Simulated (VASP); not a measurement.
Write the native input for VASP 6.6.1 that does the following.

```yaml
Task: relaxation of cell and atoms
Functional: PBEsol
Potentials_or_basis: VASP PAW PBE potentials, release 64 (W_sv, S)
Cutoff: 600 eV
k_mesh: 10 × 10 × 1
Occupations: fermi-dirac, width 0.05 eV
Spin: no spin polarisation
Dipole_correction: no
Further_INCAR_settings: ALGO = Normal; EDIFF = 1e-06; IBRION = 2; EDIFFG = -0.01; NSW = 60; ISIF = 3
```

The structure of WS2 lies in POSCAR:

```
WS2
1.0
    3.1829541699      0.0000000000      0.0000000000
   -1.5914770850      2.7565191702      0.0000000000
    0.0000000000      0.0000000000     28.5322178600
W S
3 6
Direct
    0.6666666667      0.3333333333      0.4343616800
    0.6666666667      0.3333333333      0.8855337800
    0.0000000000      0.0000000000      0.6592864300
    0.6666666667      0.3333333333      0.6046252100
    0.0000000000      0.0000000000      0.3797102500
    0.0000000000      0.0000000000      0.8308482800
    0.6666666667      0.3333333333      0.7139522100
    0.0000000000      0.0000000000      0.4890304200
    0.0000000000      0.0000000000      0.9401857300
```

The input as run:

INCAR

```
PREC = Accurate ; ENCUT = 600
EDIFF = 1E-6 ; ISMEAR = -1
SIGMA = 0.05 ; LREAL = F
LASPH = T ; NELM = 80
ALGO = Normal ; ISIF = 3
LWAVE = F ; LCHARG = F
GGA = PS ; IBRION = 2
NSW = 60 ; EDIFFG = -0.01
```

KPOINTS

```
regular mesh
0
Gamma
  10 10 1
```

Potentials or basis: VASP PAW PBE potentials, release 64 (W_sv, S).

Launch:

```console
$ cat potpaw_PBE.64/W_sv/POTCAR potpaw_PBE.64/S/POTCAR > POTCAR
$ mpirun -np 1 vasp_std > vasp.out
```

Results of the run:

The relaxed cell is a = 3.147 Å, b = 3.147 Å, c = 28.228 Å, α = 90.00°, β = 90.00°, γ = 120.00°. The space group after relaxing (to 0.1 Å) is P-6m2 (No. 187), the energy gained by relaxing is 4.6 meV/atom and the ionic steps are 23. The largest force after relaxing is 0.004 eV/Å and the band gap on the k mesh is 1.43 eV (least direct gap 2.23 eV).

Caveat: there is no dipole correction, which matters where the two faces differ; the relaxation moved the vacuum too, so the length across it says nothing of the material; the PAW data sets were made with another functional, which shifts forces and pressure a little; spin-orbit coupling is left out, which moves the levels of the heavy elements.

Wall time 49 min on 1 thread of Intel(R) Xeon(R) Platinum 8488C (Sapphire Rapids) (shared host), peak memory 0.6 GiB.
